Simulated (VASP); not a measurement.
Set up this calculation in VASP 6.6.1, as the native input.

- Task: single point
- Functional: r2SCAN
- Potentials or basis: VASP PAW PBE potentials, release 64 (In_d, Se)
- Cutoff: 520 eV
- k mesh: 8 × 8 × 8
- Occupations: fermi-dirac, width 0.02 eV
- Spin: no spin polarisation
- Dipole correction: no
- Further INCAR settings: ALGO = Normal; EDIFF = 1e-06; NBANDS = 27

Crystal: InSe.

```
CELL_PARAMETERS angstrom
2.05781 1.18807 8.41067
-2.05781 1.18807 8.41067
0.00000 -2.37615 8.41067
ATOMIC_POSITIONS crystal
In 0.00020 0.00020 0.00020
In 0.11113 0.11113 0.11113
Se 0.61862 0.61862 0.61862
Se 0.82605 0.82605 0.82605
```

This cell differs from its parent crystal: biaxial xy strain +2.4%.

These files were run (other wordings do the same):

POSCAR

```
InSe
1.0
    2.0578059996      1.1880748478      8.4106659677
   -2.0578059996      1.1880748478      8.4106659677
    0.0000000000     -2.3761496956      8.4106659677
In Se
2 2
Direct
    0.0001953658      0.0001953658      0.0001953658
    0.1111271604      0.1111271604      0.1111271604
    0.6186241189      0.6186241189      0.6186241189
    0.8260533548      0.8260533548      0.8260533548
```

INCAR.step1

```
SYSTEM = InSe
PREC = Accurate
ENCUT = 520
ISMEAR = -1
SIGMA = 0.02
LREAL = .FALSE.
LASPH = .TRUE.
NELM = 80
NBANDS = 27
GGA = PE
ALGO = Normal
EDIFF = 1E-4
LWAVE = .TRUE.
LCHARG = .FALSE.
```

INCAR.step2

```
SYSTEM = InSe
PREC = Accurate
ENCUT = 520
EDIFF = 1E-6
ISMEAR = -1
SIGMA = 0.02
LREAL = .FALSE.
LASPH = .TRUE.
NELM = 80
ALGO = Normal
ISIF = 2
LWAVE = .FALSE.
LCHARG = .FALSE.
METAGGA = R2SCAN
LMIXTAU = .TRUE.
NBANDS = 27
ISTART = 1
```

KPOINTS

```
regular mesh
0
G
  8 8 8
  0 0 0
```

Potentials or basis: VASP PAW PBE potentials, release 64 (In_d, Se).

Launch:

```console
$ cat potpaw_PBE.64/In_d/POTCAR potpaw_PBE.64/Se/POTCAR > POTCAR
$ cp INCAR.step1 INCAR
$ mpirun -np 1 vasp_std > vasp.out
$ cp INCAR.step2 INCAR
$ mpirun -np 1 vasp_std > vasp.out
```

Results of the run:

```json
{
 "Pressure": "-0.8 GPa",
 "Largest force": "0.014 eV/Å",
 "Band gap on the k mesh": "0.46 eV"
}
```

Caveat: the cell differs from its parent crystal (biaxial xy strain +2.4%); the PAW data sets were made with another functional, which shifts forces and pressure a little; spin-orbit coupling is left out, which moves the levels of the heavy elements.

It took 110 min on 1 thread of Intel Xeon 8259CL, on a shared host, peak memory 0.89 GiB.
